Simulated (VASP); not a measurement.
# Al (I4/mmm) in VASP: a series of runs, part 2 of 3

VASP 6.6.1. The steps go on from the part before.

## 3. Single point, PBEsol (biaxial strain in the a-b plane: -1.5 %, then relaxed in part)

INCAR reads:

```
SYSTEM = Al
ALGO = Fast
EDIFF = 1E-7
ENCUT = 520
GGA = PS
ISIF = 2
ISMEAR = 0
LASPH = .True.
LCHARG = .False.
LREAL = .False.
LWAVE = .False.
NBANDS = 10
NELM = 100
PREC = Accurate
SIGMA = 0.1
```

KPOINTS reads:

```
k-points
0
Gamma
  18 18 14
  0 0 0
```

POSCAR reads:

```
Al
1.0
    1.9775808556      1.9775808556      0.0000000000
   -1.9775808556      1.9775808556      0.0000000000
    0.0000000000      0.0000000000      4.0616080671
Al
2
Direct
    0.0000000000      0.0000000000      0.0000000000
    0.5000000000      0.5000000000      0.5000000000
```

Potentials or basis: VASP PAW PBE potentials, release 64 (Al).

The run is started by

```
$ cat potpaw_PBE.64/Al/POTCAR > POTCAR
$ mpirun -np 1 vasp_std > vasp.out
```

OUTCAR:

```text
SYSTEM = Al
   EDIFF = 1E-7
   ENCUT = 520
   GGA = PS
   ISIF = 2
   ISMEAR = 0
   LASPH = .True.
   LREAL = .False.
   NELM = 100
   PREC = Accurate

 ion  position               nearest neighbor table
   1  0.000  0.000  0.000-   2 2.83   2 2.83   2 2.83   2 2.83   2 2.83   2 2.83   2 2.83   2 2.83

   2  0.500  0.500  0.500-   1 2.83   1 2.83   1 2.83   1 2.83   1 2.83   1 2.83   1 2.83   1 2.83

  LATTYP: Found a simple tetragonal cell.
 ALAT       =     2.7967216667
 C/A-ratio  =     1.4522746813

  Lattice vectors:

 A1 = (   1.9775808556,   1.9775808556,   0.0000000000)
[... 514 lines left out ...]
      8      18.9830      0.00000
      9      20.6728      0.00000
     10      21.1211      0.00000

 [... further k-points ...]
[... 5 lines left out ...]
  --------------------------------------------------------------------------------------
  -------------------------------------------------------------------------------------
  Total        0.4798528      0.4798528      0.0123562      0.0000000      0.0000000      0.0000000
  in kB       24.2003780     24.2003780      0.6231596      0.0000000      0.0000000      0.0000000
  external PRESSURE =      16.3413052 kB  Pullay stress =       0.0000000 kB

 VOLUME and BASIS-vectors are now :
 -----------------------------------------------------------------------------
  energy-cutoff  :      520.00
  volume of cell :       31.77
      direct lattice vectors                 reciprocal lattice vectors
     1.977580856  1.977580856  0.000000000     0.252834163  0.252834163  0.000000000
    -1.977580856  1.977580856  0.000000000    -0.252834163  0.252834163  0.000000000
     0.000000000  0.000000000  4.061608067     0.000000000  0.000000000  0.246207902

 POSITION                                       TOTAL-FORCE (eV/Angst)
 -----------------------------------------------------------------------------------
      0.00000      0.00000      0.00000        -0.000000      0.000000     -0.000000
      0.00000      1.97758      2.03080         0.000000     -0.000000      0.000000
 -----------------------------------------------------------------------------------
    total drift:                               -0.000000      0.000000     -0.000000

  FREE ENERGIE OF THE ION-ELECTRON SYSTEM (eV)
  ---------------------------------------------------
  free  energy   TOTEN  =        -8.1797742968 eV

  energy  without entropy=       -8.1758491333  energy(sigma->0) =       -8.17781172
```

OSZICAR:

```text
N       E                     dE             d eps       ncg     rms          rms(c)
DAV:   1    -0.871087925407E+00   -0.87109E+00   -0.21592E+03  8864   0.440E+02
DAV:   2    -0.806849687572E+01   -0.71974E+01   -0.69015E+01 11640   0.559E+01
DAV:   3    -0.823728963145E+01   -0.16879E+00   -0.16755E+00 11208   0.659E+00
DAV:   4    -0.823810155044E+01   -0.81192E-03   -0.81164E-03 10518   0.522E-01
DAV:   5    -0.823810808421E+01   -0.65338E-05   -0.65331E-05 10564   0.450E-02    0.207E+00
RMM:   6    -0.820331343770E+01    0.34795E-01   -0.31388E-03  8908   0.295E-01    0.120E+00
RMM:   7    -0.817981252067E+01    0.23501E-01   -0.87694E-03  9180   0.485E-01    0.176E-01
RMM:   8    -0.817976980640E+01    0.42714E-04   -0.45795E-04  9554   0.140E-01    0.290E-02
RMM:   9    -0.817977675465E+01   -0.69483E-05   -0.74659E-05  9955   0.624E-02    0.237E-02
RMM:  10    -0.817977706974E+01   -0.31508E-06   -0.12163E-05 10118   0.231E-02    0.558E-03
RMM:  11    -0.817977379937E+01    0.32704E-05   -0.19953E-06 10152   0.881E-03    0.940E-03
RMM:  12    -0.817977440316E+01   -0.60379E-06   -0.63259E-07 10012   0.548E-03    0.897E-03
RMM:  13    -0.817977425957E+01    0.14359E-06   -0.12882E-07  8051   0.217E-03    0.396E-03
RMM:  14    -0.817977429678E+01   -0.37211E-07   -0.36970E-08  5904   0.140E-03
   1 F= -.81797743E+01 E0= -.81778117E+01  d E =-.392516E-02
```

stdout:

```text
POSCAR found type information on POSCAR Al
 POSCAR found :  1 types and       2 ions
 scaLAPACK will be used
 -----------------------------------------------------------------------------
|                                                                             |
|                                                                             |
|     You enforced a specific xc type in the INCAR file but a different       |
|     I HOPE YOU KNOW WHAT YOU ARE DOING!                                     |
|                                                                             |
 -----------------------------------------------------------------------------

 LDA part: xc-table for (Slater+PW92), standard interpolation
 POSCAR, INCAR and KPOINTS ok, starting setup
 FFT: planning ... GRIDC
 FFT: planning ... GRID_SOFT
 FFT: planning ... GRID
 WAVECAR not read
 entering main loop
```

Run time: 62 s. Hardware: 1 thread of Intel Xeon Platinum 8488C (Sapphire Rapids), shared host; peak memory 0.23 GiB.

Results:

| Property | Result |
| --- | --- |
| Free energy | -8.1798 eV |
| Pressure | 1.6 GPa |
| Band gap on the k mesh | zero (band 3 reaches 16.01 eV, above the bottom of band 4 at 3.93 eV) |

Caveat: the cell differs from its parent crystal (biaxial strain in the a-b plane: -1.5 %, then relaxed in part); the PAW data sets were made with another functional, which shifts forces and pressure a little.

## 4. Single point, PBEsol (biaxial strain in the a-b plane: +1.5 %, then relaxed in part)

INCAR reads:

```
SYSTEM = Al
PREC = Accurate ; ENCUT = 520
EDIFF = 1E-6 ; ISMEAR = 0
SIGMA = 0.1 ; LREAL = .False.
LASPH = .True. ; NELM = 80
ALGO = Normal ; ISIF = 2
LWAVE = .False. ; LCHARG = .False.
GGA = PS ; NBANDS = 10
```

KPOINTS reads:

```
regular mesh
0
Gamma
  18 18 14
  0 0 0
```

POSCAR reads:

```
Al
1.0
    2.0378117446      2.0378117446      0.0000000000
   -2.0378117446      2.0378117446      0.0000000000
    0.0000000000      0.0000000000      3.9507221378
Al
2
Direct
    0.0000000000      0.0000000000      0.0000000000
    0.5000000000      0.5000000000      0.5000000000
```

The run is started by

```
$ cat potpaw_PBE.64/Al/POTCAR > POTCAR
$ mpirun -np 1 vasp_std > vasp.out
```

It took 46 s on 1 thread of Intel Xeon Platinum 8488C (Sapphire Rapids), shared host; peak memory 0.23 GiB.

The run converged. Its results:

```
Free energy            : -8.1798 eV
Pressure               : -1.0 GPa
Band gap on the k mesh : zero (band 3 reaches 15.26 eV, above the bottom of band 4 at 3.63 eV)
```

Stress tensor (GPa, compression positive):
```
-1.46  0.00  0.00
 0.00 -1.46  0.00
 0.00  0.00  0.06
```

Levels at points of the mesh, in eV from the Fermi level:
```csv
k point,band 1,band 2,band 3,band 4,band 5,band 6
"(0.00, 0.00, 0.00)",-11.16,-2.62,-1.17,5.02,5.24,5.24
"(0.50, 0.00, 0.00)",-6.78,-6.78,1.45,1.45,3.12,3.12
"(0.50, 0.50, 0.00)",-3.08,-3.08,-1.82,-1.82,5.39,5.39
"(0.00, 0.00, 0.50)",-8.81,-8.81,7.25,7.25,7.25,7.25
"(0.50, 0.00, 0.50)",-4.61,-4.61,-4.37,-4.37,11.09,11.09
"(0.50, 0.50, 0.50)",-0.90,-0.90,-0.90,-0.90,0.03,0.03
```

Caveat: the cell differs from its parent crystal (biaxial strain in the a-b plane: +1.5 %, then relaxed in part); the PAW data sets were made with another functional, which shifts forces and pressure a little.

(Continued in part 3 of 3.)
